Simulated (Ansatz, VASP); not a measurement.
**Ag in VASP and in Ansatz**

File POSCAR:

```
Ag
1.0
    0.0000000000      2.0521781800      2.0521781800
    2.0521781800      0.0000000000      2.0521781800
    2.0521781800      2.0521781800      0.0000000000
Ag
1
Direct
    0.0000000000      0.0000000000      0.0000000000
```

INCAR.step1

```
SYSTEM = Ag
PREC = Accurate
ENCUT = 600
ISMEAR = 0
SIGMA = 0.1
LREAL = .FALSE.
LASPH = .TRUE.
NELM = 60
GGA = PE
ALGO = Normal
EDIFF = 1E-4
LWAVE = .TRUE.
LCHARG = .FALSE.
```

INCAR.step2

```
SYSTEM = Ag
PREC = Accurate
ENCUT = 600
EDIFF = 1E-7
ISMEAR = 0
SIGMA = 0.1
LREAL = .FALSE.
LASPH = .TRUE.
NELM = 60
ALGO = Normal
ISIF = 3
LWAVE = .FALSE.
LCHARG = .FALSE.
METAGGA = R2SCAN
LMIXTAU = .TRUE.
IBRION = 2
NSW = 100
EDIFFG = -0.005
ISTART = 1
```

KPOINTS

```
regular mesh
0
G
  18 18 18
  0 0 0
```

Input for Ansatz:

```yaml
crystal:
  lattice:
    - [0.0, 2.05217818, 2.05217818]
    - [2.05217818, 0.0, 2.05217818]
    - [2.05217818, 2.05217818, 0.0]
  atoms:
    - { symbol: Ag, position: [0.0, 0.0, 0.0] }
basis:
  ecutwfc: 500
kpoints:
  mp_grid: { grid: [18, 18, 18] }
hamiltonian:
  xc: r2scan
scf:
  occupations: { method: gaussian, width: 0.1 }
output:
  forces: true
  stress: true
  eigenvalues: true
  write_density: true
  write_potential: true
  elf: true
  volumetric_format: npy
relax:
  adjacent_minimum: "off"
  f_tol: 0.005
  max_steps: 80
  cell: { stress_tol: 0.05 }
```

Alike in both runs: task relaxation of cell and atoms; functional r2SCAN; k mesh 18 × 18 × 18; occupations gaussian, width 0.1 eV; no spin polarisation.

|  | VASP | Ansatz |
| --- | --- | --- |
| version | VASP 6.6.1 | Ansatz 0.2.0 |
| potentials or method | VASP PAW PBE potentials, release 64 (Ag), cutoff 600 eV | scalar-relativistic, plane waves, PAW |
| valence electrons in the cell | 11 | 19 |

```tsv
	VASP	Ansatz	Ansatz less VASP
gap on the k mesh at the Fermi level, each at its own relaxed structure (eV)	none	none	-
relaxed volume (Å³/atom)	17.30	17.29	-0.014
relaxed cell length with the largest relative difference (Å)	2.903	2.902	-0.0008
```

VASP's potentials were made for PBE, not for r2SCAN. A gap of «none» marks a metal or a gap that the smearing closes. VASP's potentials hold 11 valence electrons a cell and Ansatz's 19, so a difference there can come from the potentials and not from the codes.
